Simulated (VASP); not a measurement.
Crystal: Li2S.

```
S Li
1.0
     0.00000    2.84529    2.84529
     2.84529    0.00000    2.84529
     2.84529    2.84529    0.00000
S Li
1 2
Direct
  0.00000 0.00000 0.00000
  0.25000 0.25000 0.25000
  0.75000 0.75000 0.75000
```

Base run:

| Quantity | Value |
| --- | --- |
| Program | VASP 6.6.1 |
| Functional | PBE |
| Potentials or basis | VASP PAW PBE potentials, release 64 (S, Li_sv) |
| Cutoff | 750 eV |
| k mesh | 5 × 5 × 5 |
| Occupations | gaussian, width 0.01 eV |
| Spin | no spin polarisation |

Its results: band gap on the k mesh 3.67 eV, indirect (least direct gap 4.29 eV); pressure 0.2 GPa.

**Question.** After a change of settings the same cell gave: band gap on the k mesh 8.51 eV, indirect (least direct gap 9.73 eV); pressure -2.4 GPa. Which change was it?
A. k mesh from 5 × 5 × 5 to 6 × 6 × 6; occupations from gaussian, width 0.01 eV to methfessel-paxton, width 0.5 eV
B. functional from PBE to PBE-based screened hybrid; cutoff from 750 eV to 650 eV; k mesh from 5 × 5 × 5 to 4 × 4 × 4
C. k mesh from 5 × 5 × 5 to 4 × 4 × 4
D. functional from PBE to PBE-based global hybrid; cutoff from 750 eV to 650 eV; k mesh from 5 × 5 × 5 to 4 × 4 × 4

**Answer.** D.

Caveats: some runs use coarse meshes; the PAW data sets were made with another functional, which shifts forces and pressure a little (some runs).
